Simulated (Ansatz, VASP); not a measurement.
**Mg2Sn: VASP beside Ansatz**

File INCAR:

```
SYSTEM = Mg2Sn
PREC = Accurate ; ENCUT = 600
EDIFF = 1E-6 ; ISMEAR = -1
SIGMA = 0.02 ; LREAL = .FALSE.
LASPH = .TRUE. ; NELM = 120
ALGO = Normal ; ISIF = 2
LWAVE = .FALSE. ; LCHARG = .FALSE.
GGA = PE ; NBANDS = 16
GGA_COMPAT = .FALSE.
```

The input KPOINTS:

```
Automatic mesh
0
G
  6 6 6
  0 0 0
```

Contents of POSCAR:

```
Mg2Sn
1.0
    0.0000000000      3.4741386693      3.4741386693
    3.4741386693      0.0000000000      3.4741386693
    3.4741386693      3.4741386693      0.0000000000
Sn Mg
1 2
Direct
    0.0000000000      0.0000000000      0.0000000000
    0.2500000000      0.2500000000      0.2500000000
    0.7500000000      0.7500000000      0.7500000000
```

Input for Ansatz:

```yaml
crystal:
  lattice:
    - [0.0, 3.4741386693, 3.4741386693]
    - [3.4741386693, 0.0, 3.4741386693]
    - [3.4741386693, 3.4741386693, 0.0]
  atoms:
    - { symbol: Sn, position: [0.0, 0.0, 0.0] }
    - { symbol: Mg, position: [0.25, 0.25, 0.25] }
    - { symbol: Mg, position: [0.75, 0.75, 0.75] }
kpoints:
  mp_grid: { grid: [6, 6, 6] }
hamiltonian:
  xc: pbe
scf:
  occupations: { method: fermi_dirac, width: 0.02 }
  n_extra_bands: 4
output:
  forces: true
  stress: true
  eigenvalues: true
```

Alike in both runs: task single point; functional PBE; k mesh 6 × 6 × 6; occupations fermi-dirac, width 0.02 eV; no spin polarisation.

|  | VASP | Ansatz |
| --- | --- | --- |
| version | VASP 6.6.1 | Ansatz 0.2.0 |
| potentials or method | VASP PAW PBE potentials, release 64 (Sn_d, Mg) | plane waves, PAW |
| plane-wave cutoff (eV) | 600 | 420 |
| valence electrons in the cell | 18 | 34 |

|  | VASP | Ansatz | Ansatz less VASP |
| --- | --- | --- | --- |
| pressure (GPa) | -2.2 | -2.1 | +0.10 |

VASP's potentials hold 18 valence electrons a cell and Ansatz's 34, so a difference there can come from the potentials and not from the codes.
